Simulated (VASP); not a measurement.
Crystal: Ag.

```
CELL_PARAMETERS angstrom
-1.41673 1.43783 2.04776
1.48830 4.51128 -2.13699
-4.29453 -1.50940 -2.02852
ATOMIC_POSITIONS crystal
Ag 0.98164 0.99065 0.04061
Ag 0.49430 0.50345 0.95804
Ag 0.06067 0.50452 0.47507
Ag 0.46339 0.00138 0.52629
```

* Program: VASP 6.6.1
* Task: relaxation of cell and atoms
* Functional: PBE
* Potentials or basis: VASP PAW PBE potentials, release 64 (Ag)
* Cutoff: 600 eV
* k mesh: 8 × 4 × 4
* Occupations: gaussian, width 0.2 eV
* Spin: no spin polarisation

At the start: pressure 3.8 GPa; volume 17.54 Å³/atom.

How do energy, volume and symmetry change on relaxing?

Over 17 steps the energy falls by 63.4 meV/atom and the volume is 17.88 Å³/atom (+2.0 %); space group I4/mmm (No. 139, to 0.05 Å).

The path:
| step | energy change (eV) | largest force (eV/Å) | pressure (GPa) | volume (Å³) |
| --- | --- | --- | --- | --- |
| 1 | 0.0000 | 0.9036 | 3.85 | 70.14 |
| 2 | -0.0975 | 0.3843 | -2.27 | 74.50 |
| 3 | -0.0979 | 0.4060 | -1.90 | 74.21 |
| 4 | -0.1464 | 0.3314 | -1.00 | 73.02 |
| 5 | -0.1786 | 0.4284 | 0.97 | 71.22 |
| 6 | -0.2017 | 0.3166 | -0.20 | 71.96 |
| 7 | -0.2107 | 0.2229 | -1.13 | 72.71 |
| 8 | -0.2291 | 0.1564 | 0.09 | 71.58 |
| 9 | -0.2319 | 0.1760 | 0.84 | 71.00 |
| 10 | -0.2440 | 0.1695 | 0.06 | 71.54 |
| 11 | -0.2456 | 0.1818 | -0.26 | 71.80 |
| 12 | -0.2511 | 0.1050 | 0.02 | 71.49 |
| 13 | -0.2524 | 0.0611 | 0.27 | 71.29 |
| 14 | -0.2524 | 0.0513 | 0.32 | 71.25 |
| 15 | -0.2530 | 0.0295 | -0.40 | 71.83 |
| 16 | -0.2532 | 0.0376 | -0.17 | 71.63 |
| 17 | -0.2536 | 0.0224 | -0.02 | 71.53 |

Final structure:
```
Ag
1.0
    -1.49122    1.49020    2.11538
     1.30142    4.31533   -2.13310
    -4.31418   -1.30650   -2.13489
Ag
4
Direct
  0.00198 0.00099 0.00101
  0.50030 0.50040 0.99905
  0.99840 0.49933 0.49889
  0.49932 0.99929 0.50104
```
